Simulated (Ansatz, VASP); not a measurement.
Pb in VASP and in Ansatz

Contents of INCAR:

```
PREC     = Accurate       # precision mode
ENCUT    = 520            # plane-wave cutoff, eV
EDIFF    = 1E-6           # SCF threshold, eV
ISMEAR   = -1             # smearing method
SIGMA    = 0.05           # smearing width, eV
LREAL    = F              # projectors in reciprocal space
LASPH    = T              # aspherical terms in the spheres
NELM     = 80             # most SCF steps
ALGO     = Normal         # electronic algorithm
ISIF     = 2              # what is computed and relaxed
LWAVE    = F              # write WAVECAR
LCHARG   = T              # write CHGCAR
GGA      = PE             # functional
LELF     = T              # ELF
LVHAR    = T            
NBANDS   = 21             # bands
```

Contents of KPOINTS:

```
regular mesh
0
Gamma
  8 8 8
```

Contents of POSCAR:

```
Pb
1.0
    0.0343900006      3.4561950558      3.4561950558
    3.4561950558      0.0343900006      3.4561950558
    3.4561950558      3.4561950558      0.0343900006
Pb
2
Direct
    0.0000000000      0.0000000000      0.0000000000
    0.2500000000      0.2500000000      0.2500000000
```

Input for Ansatz:

```yaml
crystal:
  lattice:
    - [0.0343900006, 3.4561950558, 3.4561950558]
    - [3.4561950558, 0.0343900006, 3.4561950558]
    - [3.4561950558, 3.4561950558, 0.0343900006]
  atoms:
    - { symbol: Pb, position: [0.0, 0.0, 0.0] }
    - { symbol: Pb, position: [0.25, 0.25, 0.25] }
kpoints:
  mp_grid: { grid: [8, 8, 8] }
  band_path:
    path:
      - [0.0, 0.0, 0.0]
      - [0.5, 0.5, 0.5]
      - [0.247543133, 0.5, 0.752456867]
      - [-0.247543133, 0.247543133, 0.5]
      - [0.0, 0.0, 0.5]
      - [0.0, 0.0, 0.0]
      - [-0.3737715665, 0.0, 0.3737715665]
      - [0.0, 0.3737715665, 0.6262284335]
      - [0.0, 0.5, 0.5]
    npoints: 5
scf:
  occupations: { method: fermi_dirac, width: 0.05 }
hamiltonian:
  xc: pbe
  pseudopotentials: { kind: all_electron, lapw: { basis_error: 0.00025 } }
output:
  forces: true
  stress: true
  eigenvalues: true
```

Change from the starting cell: equal xy, yz and zx shear strains of +1 %.

Alike in both runs: task single point; functional PBE; k mesh 8 × 8 × 8; occupations fermi-dirac, width 0.05 eV; no spin polarisation.

```csv
,VASP,Ansatz
version,VASP 6.6.1,Ansatz 0.2.0
potentials or method,"VASP PAW PBE potentials, release 64 (Pb_d), cutoff 520 eV","all-electron LAPW, scalar-relativistic"
```

```tsv
	VASP	Ansatz	Ansatz less VASP
pressure (GPa)	2.3	2.4	+0.05
traceless stress, the component that is largest in VASP (GPa)	-0.36	-0.36	0.000
rms of the force components (eV/Å)	0.073	0.073	+0.0002
```

Atom by atom the forces differ by 0.000 eV/Å (rms over components). Ansatz ran all-electron here, and VASP with PAW potentials.

Neither program's run includes spin-orbit coupling.
